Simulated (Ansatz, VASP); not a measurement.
# Two plane-wave programs on RbCaBr3

The input INCAR:

```
PREC = Accurate ; ENCUT = 520
EDIFF = 1E-7 ; ISMEAR = 0
SIGMA = 0.05 ; LREAL = False
LASPH = True ; NELM = 100
ALGO = Normal ; ISIF = 2
LWAVE = False ; LCHARG = False
NBANDS = 28
```

The input KPOINTS:

```
Automatic mesh
0
Gamma
  4 4 4
```

File POSCAR:

```
RbCaBr3
1.0
    5.5645893000      0.0000000000      0.0000000000
    0.0000000000      5.5645893000      0.0000000000
    0.0000000000      0.0000000000      5.9087907000
Rb Ca Br
1 1 3
Direct
    0.5000000000      0.5000000000      0.5000000000
    0.0000000000      0.0000000000      0.0000000000
    0.5000000000      0.0000000000      0.0000000000
    0.0000000000      0.5000000000      0.0000000000
    0.0000000000      0.0000000000      0.5000000000
```

Input for Ansatz:

```yaml
crystal:
  lattice:
    - [5.5645893, 0.0, 0.0]
    - [0.0, 5.5645893, 0.0]
    - [0.0, 0.0, 5.9087907]
  atoms:
    - { symbol: Rb, position: [0.5, 0.5, 0.5] }
    - { symbol: Ca, position: [0.0, 0.0, 0.0] }
    - { symbol: Br, position: [0.5, 0.0, 0.0] }
    - { symbol: Br, position: [0.0, 0.5, 0.0] }
    - { symbol: Br, position: [0.0, 0.0, 0.5] }
basis:
  ecutwfc: 420
kpoints:
  mp_grid: { grid: [4, 4, 4] }
hamiltonian:
  xc: lda
scf:
  occupations: { method: gaussian, width: 0.05 }
output:
  forces: true
  stress: true
  eigenvalues: true
```

Change from the starting cell: strain -0.030 along x and y, +0.030 along z, atoms carried along.

Alike in both runs: task single point; functional LDA; k mesh 4 × 4 × 4; occupations gaussian, width 0.05 eV; no spin polarisation.

|  | VASP | Ansatz |
| --- | --- | --- |
| version | VASP 6.6.1 | Ansatz 0.2.0 |
| potentials or method | VASP PAW LDA potentials, release 64 (Rb_sv, Ca_sv, Br), cutoff 520 eV | scalar-relativistic, plane waves, PAW |
| valence electrons in the cell | 40 | 40 |

```tsv
	VASP	Ansatz	Ansatz less VASP
gap on the k mesh at the Fermi level (eV)	3.66	3.65	-0.011
least direct gap on the mesh (eV)	4.02	4.01	-0.009
pressure (GPa)	-1.7	-1.8	-0.08
traceless stress, the component that is largest in VASP (GPa)	-1.28	-1.26	+0.028
```

LDA's correlation is that of Perdew and Zunger in VASP and of Perdew and Wang (1992) in Ansatz.
